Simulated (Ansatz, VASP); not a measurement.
## Ta: VASP beside Ansatz

Contents of POSCAR:

```
Ta
1.0
   -1.6836662614      1.6836662614      1.6836662614
    1.6836662614     -1.6836662614      1.6836662614
    1.6836662614      1.6836662614     -1.6836662614
Ta
1
Direct
    0.0000000000      0.0000000000      0.0000000000
```

File INCAR.step1:

```
SYSTEM = Ta
PREC = Accurate ; ENCUT = 520
ISMEAR = -1 ; SIGMA = 0.05
LREAL = .False. ; LASPH = .True.
NELM = 80 ; NBANDS = 12
GGA = PE ; ALGO = Normal
EDIFF = 1E-4 ; LWAVE = .True.
LCHARG = .False.
```

Contents of INCAR.step2:

```
SYSTEM = Ta
PREC = Accurate ; ENCUT = 520
EDIFF = 1E-6 ; ISMEAR = -1
SIGMA = 0.05 ; LREAL = .False.
LASPH = .True. ; NELM = 80
ALGO = Normal ; ISIF = 2
LWAVE = .False. ; LCHARG = .False.
METAGGA = R2SCAN ; LMIXTAU = .True.
NBANDS = 12 ; ISTART = 1
```

KPOINTS

```
Automatic mesh
0
Gamma
  11 11 11
  0 0 0
```

The input input.yaml:

```yaml
crystal:
  lattice:
    - [-1.6836662614, 1.6836662614, 1.6836662614]
    - [1.6836662614, -1.6836662614, 1.6836662614]
    - [1.6836662614, 1.6836662614, -1.6836662614]
  atoms:
    - { symbol: Ta, position: [0.0, 0.0, 0.0] }
hamiltonian:
  xc: r2scan
  pseudopotentials: { kind: paw }
kpoints:
  mp_grid: { grid: [11, 11, 11] }
scf:
  occupations: { method: fermi_dirac, width: 0.05 }
output:
  forces: true
  stress: true
  eigenvalues: true
```

Alike in both runs: task single point; functional r2SCAN; k mesh 11 × 11 × 11; occupations fermi-dirac, width 0.05 eV; no spin polarisation.

|  | VASP | Ansatz |
| --- | --- | --- |
| version | VASP 6.6.1 | Ansatz 0.2.0 |
| potentials or method | VASP PAW PBE potentials, release 64 (Ta_pv) | Ansatz PAW |
| plane-wave cutoff (eV) | 520 | 500 |
| valence electrons in the cell | 11 | 13 |

|  | VASP | Ansatz | Ansatz less VASP |
| --- | --- | --- | --- |
| gap on the k mesh at the Fermi level (eV) | none | none | - |
| pressure (GPa) | -10.0 | -10.5 | -0.48 |

VASP's potentials were made for PBE, not for r2SCAN. A gap of «none» marks a metal or a gap that the smearing closes. VASP's potentials hold 11 valence electrons a cell and Ansatz's 13, so a difference there can come from the potentials and not from the codes.

Spin-orbit coupling is off throughout.
